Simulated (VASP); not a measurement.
**Ga4As3P: relaxation of cell and atoms with PBE**

The system is Ga4As3P.

```
Ga P As
1.0
     5.49411    0.00000    0.00000
     0.00000    5.49411    0.00000
     0.00000    0.00000    5.49411
Ga P As
4 1 3
Direct
  0.75000 0.75000 0.75000
  0.75000 0.25000 0.25000
  0.25000 0.75000 0.25000
  0.25000 0.25000 0.75000
  0.50000 0.50000 0.50000
  0.00000 0.00000 0.50000
  0.00000 0.50000 0.00000
  0.50000 0.00000 0.00000
```

```
Program                : VASP 6.6.1
Task                   : relaxation of cell and atoms
Functional             : PBE
Potentials or basis    : VASP PAW PBE potentials, release 64 (Ga_d, P, As)
Cutoff                 : 600 eV
k mesh                 : 4 × 4 × 4
Occupations            : gaussian, width 0.1 eV
Spin                   : no spin polarisation
Dipole correction      : no
Further INCAR settings : ALGO = Normal; EDIFF = 1e-06; IBRION = 2; EDIFFG = -0.04; NSW = 90; ISIF = 3
```

```json
{
  "Relaxed volume": "22.94 Å³/atom",
  "Relaxed cell": "a = 5.683 Å, b = 5.683 Å, c = 5.683 Å, α = 90.00°, β = 90.00°, γ = 90.00°",
  "Space group after relaxing (to 0.05 Å)": "P-43m (No. 215)",
  "Energy gained by relaxing": "62.8 meV/atom",
  "Ionic steps": "6",
  "Pressure after relaxing": "0.2 GPa",
  "Band gap on the k mesh": "0.49 eV, direct"
}
```

The path:
```
step  energy change (eV)  largest force (eV/Å)  pressure (GPa)  volume (Å³)
   1              0.0000                0.7295            8.61       165.84
   2             -0.4002                0.1055           -3.00       194.03
   3             -0.4909                0.2659           -0.34       184.61
   4             -0.4908                0.2737            0.00       184.22
   5             -0.5003                0.1258            0.07       183.79
   6             -0.5025                0.0274            0.15       183.51
```

Final structure:
```cif
data_structure
_symmetry_space_group_name_H-M 'P 1'
_symmetry_Int_Tables_number 1
_cell_length_a 5.6827
_cell_length_b 5.6827
_cell_length_c 5.6827
_cell_angle_alpha 90.000
_cell_angle_beta 90.000
_cell_angle_gamma 90.000
_cell_volume 183.51
loop_
_atom_site_label
_atom_site_type_symbol
_atom_site_fract_x
_atom_site_fract_y
_atom_site_fract_z
_atom_site_occupancy
Ga1 Ga 0.74550 0.74550 0.74550 1
Ga2 Ga 0.74550 0.25450 0.25450 1
Ga3 Ga 0.25450 0.74550 0.25450 1
Ga4 Ga 0.25450 0.25450 0.74550 1
P1 P 0.50000 0.50000 0.50000 1
As1 As 0.00000 0.00000 0.50000 1
As2 As 0.00000 0.50000 0.00000 1
As3 As 0.50000 0.00000 0.00000 1
```

Levels at points of the mesh, in eV from the valence-band top:
| k point | band 34 | band 35 | band 36 | band 37 | band 38 | band 39 |
| --- | --- | --- | --- | --- | --- | --- |
| (0.00, 0.00, 0.00) | 0.00 | 0.00 | 0.00 | 0.49 | 1.45 | 1.45 |
| (0.50, 0.00, 0.00) | -1.73 | -1.47 | -1.47 | 1.93 | 2.14 | 3.22 |
| (0.50, 0.50, 0.00) | -1.30 | -1.09 | -0.95 | 2.52 | 2.69 | 2.84 |
| (0.50, 0.50, 0.50) | -0.99 | -0.88 | -0.88 | 1.01 | 1.01 | 1.01 |

It took 10 min on 1 thread of Intel(R) Xeon(R) Platinum 8124M CPU @ 3.00GHz (Skylake/Cascade Lake) (shared host), peak memory 0.38 GiB.
